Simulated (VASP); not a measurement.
Wanted: the native input for a VASP 6.6.1 run.

```yaml
Task: single point
Functional: r2SCAN
Potentials_or_basis: VASP PAW PBE potentials, release 64 (Cu, As)
Cutoff: 520 eV
k_mesh: 7 × 7 × 4
Occupations: methfessel-paxton, width 0.1 eV
Spin: no spin polarisation
Dipole_correction: no
Further_INCAR_settings: ALGO = Normal; EDIFF = 1e-06; NBANDS = 26
```

Cu2As3:

```
Cu As
1.0
     3.94612    0.00000    0.00000
    -1.97306    3.41744    0.00000
     0.00000    0.00000    5.92327
Cu As
2 3
Direct
  0.33333 0.66667 0.78303
  0.66667 0.33333 0.21697
  0.00000 0.00000 0.00000
  0.33333 0.66667 0.35066
  0.66667 0.33333 0.64934
```

These files were run (other wordings do the same):

POSCAR

```
Cu2As3
1.0
    3.9461167400      0.0000000000      0.0000000000
   -1.9730578837      3.4174369059      0.0000000000
    0.0000000000      0.0000000000      5.9232721405
Cu As
2 3
Direct
    0.3333333333      0.6666666667      0.7830310000
    0.6666666667      0.3333333333      0.2169690000
    0.0000000000      0.0000000000      0.0000000000
    0.3333333333      0.6666666667      0.3506620000
    0.6666666667      0.3333333333      0.6493380000
```

INCAR.step1

```
PREC = Accurate ; ENCUT = 520
ISMEAR = 1 ; SIGMA = 0.1
LREAL = F ; LASPH = T
NELM = 100 ; NBANDS = 26
GGA = PE ; ALGO = Normal
EDIFF = 1E-4 ; LWAVE = T
LCHARG = F
```

INCAR.step2

```
PREC = Accurate ; ENCUT = 520
EDIFF = 1E-6 ; ISMEAR = 1
SIGMA = 0.1 ; LREAL = F
LASPH = T ; NELM = 100
ALGO = Normal ; ISIF = 2
LWAVE = F ; LCHARG = F
METAGGA = R2SCAN ; LMIXTAU = T
NBANDS = 26 ; ISTART = 1
```

KPOINTS

```
Automatic mesh
0
Gamma
  7 7 4
```

Potentials or basis: VASP PAW PBE potentials, release 64 (Cu, As).

Launch:

```bash
$ cat potpaw_PBE.64/Cu/POTCAR potpaw_PBE.64/As/POTCAR > POTCAR
$ cp INCAR.step1 INCAR
$ mpirun -np 1 vasp_std > vasp.out
$ cp INCAR.step2 INCAR
$ mpirun -np 1 vasp_std > vasp.out
```

Results of the run:

* Pressure: 8.2 GPa
* Largest force: 0.143 eV/Å

Caveat: the PAW data sets were made with another functional, which shifts forces and pressure a little.

It took 2.4 min on 1 thread of Intel(R) Xeon(R) Platinum 8559C (Emerald Rapids) (shared host), peak memory 0.23 GiB.
